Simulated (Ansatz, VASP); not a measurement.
## Ge3Te2S: VASP beside Ansatz

```
Ge Te S
1.0
     4.04647    0.00000    0.00000
     0.00000    4.04647    0.00000
     0.00000    0.00000    9.46227
Ge Te S
3 2 1
Direct
  0.50000 0.00000 0.61841
  0.00000 0.50000 0.38159
  0.50000 0.50000 0.00000
  0.50000 0.00000 0.32220
  0.00000 0.50000 0.67780
  0.00000 0.00000 0.00000
```

Change from the starting cell: species swapped into the Ti2CuSb3 type (P-4m2, No. 115).

Alike in both runs: functional PBE; k mesh 4 × 4 × 2; occupations gaussian, width 0.1 eV; no spin polarisation.

Ansatz relaxed the structure, and its values are those at the end. VASP's run is a single point on that final structure, the one shown.

|  | VASP | Ansatz |
| --- | --- | --- |
| version | VASP 6.6.1 | Ansatz 0.2.0 |
| potentials or method | VASP PAW PBE potentials, release 64 (Ge_d, Te, S), cutoff 520 eV | scalar-relativistic, plane waves, PAW |
| valence electrons in the cell | 60 | 80 |

|  | VASP | Ansatz | Ansatz less VASP |
| --- | --- | --- | --- |
| pressure (GPa) | 0.0 | 0.0 | +0.01 |

VASP's potentials hold 60 valence electrons a cell and Ansatz's 80, so a difference there can come from the potentials and not from the codes.

The k mesh is coarse, so the values compare programs but aren't converged. Neither program's run includes spin-orbit coupling.
